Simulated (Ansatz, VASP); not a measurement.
**TaSi2: VASP beside Ansatz**

The input INCAR:

```
ALGO = Normal
EDIFF = 1E-6
EDIFFG = -0.01
ENCUT = 600
GGA = PE
IBRION = 2
ISIF = 3
ISMEAR = 0
LASPH = T
LCHARG = F
LREAL = F
LWAVE = F
NELM = 80
NSW = 100
PREC = Accurate
SIGMA = 0.1
```

File KPOINTS:

```
k-points
0
Gamma
  8 8 8
```

Contents of POSCAR:

```
TaSi2
1.0
    5.6454013816      0.0000000000      0.0000000000
    0.0000000000      5.6454013816      0.0000000000
    0.0000000000      0.0000000000      5.6454013816
Ta Si
2 4
Direct
    0.0000000000      0.0000000000      0.0000000000
    0.5000000000      0.5000000000      0.5000000000
    0.2500000000      0.2500000000      0.2500000000
    0.2500000000      0.7500000000      0.7500000000
    0.7500000000      0.7500000000      0.2500000000
    0.7500000000      0.2500000000      0.7500000000
```

Input for Ansatz:

```yaml
crystal:
  lattice:
    - [5.6454013816, 0.0, 0.0]
    - [0.0, 5.6454013816, 0.0]
    - [0.0, 0.0, 5.6454013816]
  atoms:
    - { symbol: Ta, position: [0.0, 0.0, 0.0] }
    - { symbol: Ta, position: [0.5, 0.5, 0.5] }
    - { symbol: Si, position: [0.25, 0.25, 0.25] }
    - { symbol: Si, position: [0.25, 0.75, 0.75] }
    - { symbol: Si, position: [0.75, 0.75, 0.25] }
    - { symbol: Si, position: [0.75, 0.25, 0.75] }
basis:
  ecutwfc: 420
kpoints:
  mp_grid: { grid: [8, 8, 8] }
hamiltonian:
  xc: pbe
scf:
  occupations: { method: gaussian, width: 0.1 }
output:
  forces: true
  stress: true
  eigenvalues: true
  write_density: true
  write_potential: true
  elf: true
  volumetric_format: npy
relax:
  adjacent_minimum: "off"
  f_tol: 0.01
  max_steps: 80
  cell: { stress_tol: 0.05 }
```

Alike in both runs: task relaxation of cell and atoms; functional PBE; k mesh 8 × 8 × 8; occupations gaussian, width 0.1 eV; no spin polarisation.

```csv
,VASP,Ansatz
version,VASP 6.6.1,Ansatz 0.2.0
potentials or method,"VASP PAW PBE potentials, release 64 (Ta_pv, Si), cutoff 600 eV","scalar-relativistic, plane waves, PAW"
valence electrons in the cell,38,42
```

|  | VASP | Ansatz | Ansatz less VASP |
| --- | --- | --- | --- |
| gap on the k mesh at the Fermi level, each at its own relaxed structure (eV) | none | none | - |
| relaxed volume (Å³/atom) | 30.04 | 30.05 | +0.008 |
| relaxed length of the cell vector where the two differ most in proportion (Å) | 5.649 | 5.649 | +0.0005 |

A gap of «none» marks a metal or a gap that the smearing closes. VASP's potentials hold 38 valence electrons a cell and Ansatz's 42, so a difference there can come from the potentials and not from the codes.

Spin-orbit coupling is off throughout.
